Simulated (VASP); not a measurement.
# Bi (Im-3m) in VASP: density of states with LDA

Aim: the density of states of Bi with LDA.

Everything below comes from runs of VASP 6.6.1. Logs are shortened: lines on timing, memory, paths and dates and some standing lists are left out, and cuts for length are marked.

## (1) The cell of the first run

The structure is cubic, space group Im-3m (No. 229). The conventional cell has a = 3.963 Å, b = 3.963 Å, c = 3.963 Å, α = 90.00°, β = 90.00°, γ = 90.00°. Within 4.5 Å of Bi (site symmetry m-3m) lie 14 Bi at 3.43 to 3.96 Å.

## (2) Density of states, LDA

The input, POSCAR:

```
Bi
1.0
   -1.9814305318      1.9814305318      1.9814305318
    1.9814305318     -1.9814305318      1.9814305318
    1.9814305318      1.9814305318     -1.9814305318
Bi
1
Direct
    0.0000000000      0.0000000000      0.0000000000
```

The input, INCAR.step1:

```
PREC = Accurate ; ENCUT = 520
EDIFF = 1E-6 ; ISMEAR = 0
SIGMA = 0.05 ; LREAL = False
LASPH = True ; NELM = 60
ALGO = Fast ; ISIF = 2
LWAVE = False ; LCHARG = True
GGA = CA ; NBANDS = 14
```

The input, KPOINTS.step1:

```
Automatic mesh
0
Gamma
  12 12 12
```

The input, INCAR.step2:

```
PREC = Accurate ; ENCUT = 520
EDIFF = 1E-6 ; ISMEAR = -5
SIGMA = 0.05 ; LREAL = False
LASPH = True ; NELM = 60
ALGO = Fast ; ISIF = 2
LWAVE = False ; LCHARG = False
GGA = CA ; LORBIT = 10
NBANDS = 14 ; NEDOS = 2001
ICHARG = 11
```

The input, KPOINTS.step2:

```
Automatic mesh
0
Gamma
  18 18 18
```

Potentials or basis: VASP PAW LDA potentials, release 64 (Bi_d).

On the command line:

```console
cat potpaw_LDA.64/Bi_d/POTCAR > POTCAR
cp INCAR.step1 INCAR
cp KPOINTS.step1 KPOINTS
mpirun -np 1 vasp_std > vasp.out
cp INCAR.step2 INCAR
cp KPOINTS.step2 KPOINTS
mpirun -np 1 vasp_std > vasp.out
```

OUTCAR:

```text
PREC = Accurate
   ENCUT = 520
   EDIFF = 1E-6
   ISMEAR = -5
   LREAL = False
   LASPH = True
   NELM = 60
   ISIF = 2
   GGA = CA
   LORBIT = 10
   ICHARG = 11

 ion  position               nearest neighbor table
   1  0.000  0.000  0.000-

  LATTYP: Found a body centered cubic cell.
 ALAT       =     3.9628610636

  Lattice vectors:

 A1 = (  -1.9814305318,   1.9814305318,   1.9814305318)
 A2 = (   1.9814305318,  -1.9814305318,   1.9814305318)
 A3 = (   1.9814305318,   1.9814305318,  -1.9814305318)

Analysis of symmetry for initial positions (statically):
=====================================================================
 Subroutine PRICEL returns:
 Original cell was already a primitive cell.

 Routine SETGRP: Setting up the symmetry group for a
 body centered cubic supercell.

 Subroutine GETGRP returns: Found 48 space group operations
 (whereof 48 operations were pure point group operations)
 out of a pool of 48 trial point group operations.

The static configuration has the point symmetry O_h .

Analysis of symmetry for dynamics (positions and initial velocities):
=====================================================================
 Subroutine PRICEL returns:
 Original cell was already a primitive cell.

 Routine SETGRP: Setting up the symmetry group for a
 body centered cubic supercell.

 Subroutine GETGRP returns: Found 48 space group operations
 (whereof 48 operations were pure point group operations)
 out of a pool of 48 trial point group operations.

The dynamic configuration has the point symmetry O_h .

 Subroutine INISYM returns: Found 48 space group operations
 (whereof 48 operations are pure point group operations),
 and found     1 'primitive' translations

----------------------------------------------------------------------------------------

                                     Primitive cell

  volume of cell :      31.1169

  direct lattice vectors                    reciprocal lattice vectors
    -1.981430532  1.981430532  1.981430532     0.000000000  0.252342937  0.252342937
     1.981430532 -1.981430532  1.981430532     0.252342937  0.000000000  0.252342937
     1.981430532  1.981430532 -1.981430532     0.252342937  0.252342937  0.000000000

  length of vectors
     3.431938353  3.431938353  3.431938353     0.356866804  0.356866804  0.356866804

  position of ions in fractional coordinates (direct lattice)
     0.000000000  0.000000000  0.000000000

  ion indices of the primitive-cell ions
   primitive index   ion index
                 1           1

----------------------------------------------------------------------------------------

 KPOINTS: Automatic mesh

Automatic generation of k-mesh.
 Grid dimensions read from file:
 generate k-points for:   18   18   18

 Generating k-lattice:

  Cartesian coordinates                     Fractional coordinates (reciprocal lattice)
     0.000000000  0.014019052  0.014019052     0.055555556  0.000000000  0.000000000
     0.014019052  0.000000000  0.014019052     0.000000000  0.055555556  0.000000000
     0.014019052  0.014019052  0.000000000     0.000000000  0.000000000  0.055555556

  Length of vectors
     0.019825934  0.019825934  0.019825934

  Shift w.r.t. Gamma in fractional coordinates (k-lattice)
     0.000000000  0.000000000  0.000000000

 TETIRR: Found   6794 inequivalent tetrahedra from    34992

 Subroutine IBZKPT returns following result:
 ===========================================

 Found    195 irreducible k-points:

 Following reciprocal coordinates:
            Coordinates               Weight
  0.000000  0.000000  0.000000      1.000000
  0.055556  0.000000  0.000000     12.000000
  0.111111  0.000000  0.000000     12.000000
  0.166667  0.000000  0.000000     12.000000
  0.222222  0.000000  0.000000     12.000000
  0.277778  0.000000  0.000000     12.000000
[... 16 lines left out ...]
  0.333333  0.111111  0.000000     48.000000
  0.388889  0.111111  0.000000     48.000000
 [... further k-points ...]
   k-points           NKPTS =    195   k-points in BZ     NKDIM =    195   number of bands    NBANDS=     14
   number of dos      NEDOS =   2001   number of ions     NIONS =      1
   total plane-waves  NPLWV =  21952
   dimension x,y,z NGX =    28 NGY =   28 NGZ =   28
   dimension x,y,z NGXF=    56 NGYF=   56 NGZF=   56
   ions per type =               1
   NGX,Y,Z   is equivalent  to a cutoff of  13.56, 13.56, 13.56 a.u.
   NGXF,Y,Z  is equivalent  to a cutoff of  27.13, 27.13, 27.13 a.u.
 SYSTEM =  unknown system
   PREC   = accura    normal or accurate (medium, high low for compatibility)
   ISTART =      0    job   : 0-new  1-cont  2-samecut
   ICHARG =     11    charge: 1-file 2-atom 10-const
   ISPIN  =      1    spin polarized calculation?
   LNONCOLLINEAR =      F non collinear calculations
   LSORBIT =      F    spin-orbit coupling
   LASPH  =      T    aspherical Exc in radial PAW
   ENCUT  =  520.0 eV  38.22 Ry    6.18 a.u.   6.38  6.38  6.38*2*pi/ulx,y,z
   NELM   =     60;   NELMIN=  2; NELMDL=  0     # of ELM steps
   EDIFF  = 0.1E-05   stopping-criterion for ELM
   LREAL  =      F    real-space projection
   EDIFFG = 0.1E-04   stopping-criterion for IOM
   NSW    =      0    number of steps for IOM
   IBRION =     -1    ionic relax: 0-MD 1-quasi-New 2-CG
   NFREE  =      0    steps in history (QN), initial steepest desc. (CG)
   ISIF   =      2    stress and relaxation
   ISYM   =      2    0-nonsym 1-usesym 2-fastsym
   POTIM  = 0.5000    time-step for ionic-motion
   TEBEG  =    0.0;   TEEND  =   0.0 temperature during run
   PSTRESS=    0.0 pullay stress
   NELECT =      15.0000    total number of electrons
   NUPDOWN=      -1.0000    fix difference up-down
   EMIN   =  10.00;   EMAX   =-10.00  energy-range for DOS
   EFERMI =   0.00;   METHOD = LEGACY
   ISMEAR =    -5;   SIGMA  =   0.05  broadening in eV -4-tet -1-fermi 0-gaus
   EFERMI_NEDOS =   21; number of points for ismear=-14 and -15
   IALGO  =     68    algorithm
   IMIX   =      4    mixing-type and parameters
     AMIX     =   0.40;   BMIX     =  1.00
     AMIX_MAG =   1.60;   BMIX_MAG =  1.00
  volume/ion in A,a.u.               =      31.12       209.99
  Fermi-wavevector in a.u.,A,eV,Ry     =   1.283630  2.425708 22.418388  1.647705
  Thomas-Fermi vector in A             =   2.415871
   LORBIT       =     10    0 simple, 1 ext, 2 COOP (PROOUT), +10 PAW based schemes
   GGA     = CA    functional components
   LHFCALC =     F    Hartree Fock is set to
   AEXX    =    0.0000 exact exchange contribution
   IVDW    =     0    specifies the selected vdW correction
   LEPSILON=     F    determine dielectric tensor
   LRPA    =     F    only Hartree local field effects (RPA)
 non-spin polarized calculation
 RMM-DIIS sequential band-by-band and
 Fermi weights with tetrahedron method with Bloechl corrections
  energy-cutoff  :      520.00
  volume of cell :       31.12
 maximum number of plane-waves:       887
 NGX is ok and might be reduce to    28

 number of electron      14.9999994 magnetization

 Free energy of the ion-electron system (eV)
  ---------------------------------------------------
  ext. energy  EPLUGINS =         0.00000000
  ---------------------------------------------------
  free energy    TOTEN  =        -4.44787826 eV

  energy without entropy =       -4.44787826  energy(sigma->0) =       -4.44787826

 E-fermi :   7.6607     XC(G=0): -10.5320

 val. band max:        7.8004434433   @ k =   0.1667   0.1667   0.1667
 cond. band min:       7.5322183416   @ k =   0.2222   0.1667   0.1667
 fundamental gap:     -0.2682251016
 Fermi energy:         7.6607050651

 k-point     1 :       0.0000    0.0000    0.0000
  band No.  band energies     occupation
      1     -15.3049      2.00000
      2     -15.3049      2.00000
      3     -15.3049      2.00000
      4     -15.1728      2.00000
      5     -15.1728      2.00000
      6      -5.8615      2.00000
      7      12.7178      0.00000
      8      12.7178      0.00000
      9      12.7178      0.00000
     10      16.8999      0.00000
     11      18.1953      0.00000
     12      18.1953      0.00000
     13      18.1954      0.00000
     14      19.3902      0.00000

 k-point     2 :       0.0556    0.0000    0.0000
  band No.  band energies     occupation
      1     -15.3061      2.00000
      2     -15.3027      2.00000
      3     -15.2985      2.00000
      4     -15.1742      2.00000
      5     -15.1729      2.00000
      6      -5.8053      2.00000
      7      12.0913      0.00000
      8      12.5414      0.00000
      9      12.6679      0.00000
     10      17.2608      0.00000
     11      17.6785      0.00000
     12      17.8461      0.00000
     13      18.0912      0.00000
     14      19.6392      0.00000

 k-point     3 :       0.1111    0.0000    0.0000
  band No.  band energies     occupation
      1     -15.3095      2.00000
      2     -15.2969      2.00000
      3     -15.2804      2.00000
      4     -15.1781      2.00000
      5     -15.1736      2.00000
      6      -5.6375      2.00000
      7      10.7459      0.00000
      8      12.0871      0.00000
      9      12.5213      0.00000
     10      16.5384      0.00000
     11      17.2855      0.00000
     12      17.9397      0.00000
     13      18.4237      0.00000
     14      20.3125      0.00000
[... 324 lines left out ...]
 k-point    23 :       0.3333    0.1111    0.0000
  band No.  band energies     occupation
      1     -15.3297      2.00000
      2     -15.2704      2.00000
      3     -15.1882      2.00000
      4     -15.1821      2.00000
      5     -15.1216      2.00000
      6      -3.3224      2.00000
      7       3.8379      2.00000
      8       8.4417     -0.07427
      9      10.6608      0.00000
     10      14.7931      0.00000
     11      16.8187      0.00000
     12      18.5897      0.00000
     13      21.3341      0.00000
     14      24.3211      0.00000

 k-point    24 :       0.3889    0.1111    0.0000
  band No.  band energies     occupation
      1     -15.3327      2.00000
      2     -15.2711      2.00000
      3     -15.1848      2.00000
      4     -15.1822      2.00000
      5     -15.1063      2.00000
      6      -2.9009      2.00000
      7       3.0919      2.00000
      8       8.2020      0.02033
      9      10.5240      0.00000
     10      14.6445      0.00000
     11      16.7485      0.00000
     12      19.1414      0.00000
     13      20.9412      0.00000
     14      24.6427      0.00000

 [... further k-points ...]

------------------------ aborting loop because EDIFF is reached ----------------------------------------

  FORCE on cell =-STRESS in cart. coord.  units (eV):
  Direction    XX          YY          ZZ          XY          YZ          ZX
  --------------------------------------------------------------------------------------
  -------------------------------------------------------------------------------------
  Total       -0.5264748     -0.5264748     -0.5264748     -0.0000000     -0.0000000      0.0000000
  in kB      -27.1076349    -27.1076349    -27.1076349     -0.0000000     -0.0000000      0.0000000
  external PRESSURE =     -27.1076349 kB  Pullay stress =       0.0000000 kB

 VOLUME and BASIS-vectors are now :
 -----------------------------------------------------------------------------
  energy-cutoff  :      520.00
  volume of cell :       31.12
      direct lattice vectors                 reciprocal lattice vectors
    -1.981430532  1.981430532  1.981430532     0.000000000  0.252342937  0.252342937
     1.981430532 -1.981430532  1.981430532     0.252342937  0.000000000  0.252342937
     1.981430532  1.981430532 -1.981430532     0.252342937  0.252342937  0.000000000

 POSITION                                       TOTAL-FORCE (eV/Angst)
 -----------------------------------------------------------------------------------
      0.00000      0.00000      0.00000         0.000000     -0.000000      0.000000
 -----------------------------------------------------------------------------------
    total drift:                                0.000000     -0.000000     -0.000000

  FREE ENERGIE OF THE ION-ELECTRON SYSTEM (eV)
  ---------------------------------------------------
  free  energy   TOTEN  =        -4.4478782590 eV

  energy  without entropy=       -4.4478782590  energy(sigma->0) =       -4.44787826

 total charge

# of ion       s       p       d       tot
------------------------------------------
    1        1.556   1.271   9.917  12.743
```

Wall time 80 s (1 thread of Intel Xeon Platinum 8375C at 2.90GHz (Ice Lake), shared host); peak memory 0.2 GiB.

What came out:

* Valence electrons inside the program's atomic spheres: Bi 12.74

Caveat: spin-orbit coupling is left out, which moves the levels of the heavy elements; tetrahedron occupations give inexact forces and stress in metals.
